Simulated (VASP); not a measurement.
Input of a VASP 6.6.1 run:

File INCAR:

```
SYSTEM = Ta
PREC = Accurate
ENCUT = 500
EDIFF = 1E-6
ISMEAR = -1
SIGMA = 0.15
LREAL = .False.
LASPH = .True.
NELM = 120
ALGO = Normal
ISIF = 2
LWAVE = .False.
LCHARG = .True.
GGA = PE
LELF = .True.
LVHAR = .True.
NBANDS = 12
GGA_COMPAT = .False.
```

File KPOINTS:

```
Automatic mesh
0
Gamma
  4 4 4
  0 0 0
```

File POSCAR:

```
Ta
1.0
    0.0000000000      2.1105000000      2.1105000000
    2.1105000000      0.0000000000      2.1105000000
    2.1105000000      2.1105000000      0.0000000000
Ta
1
Direct
    0.0000000000      0.0000000000      0.0000000000
```

Potentials or basis: VASP PAW PBE potentials, release 64 (Ta_pv).

Command:

```console
$ cat potpaw_PBE.64/Ta_pv/POTCAR > POTCAR
$ mpirun -np 1 vasp_std > vasp.out
```

Q: Estimate the pressure.

A: 1.2 GPa.

Caveat: the k points lie up to 0.64 Å⁻¹ apart.
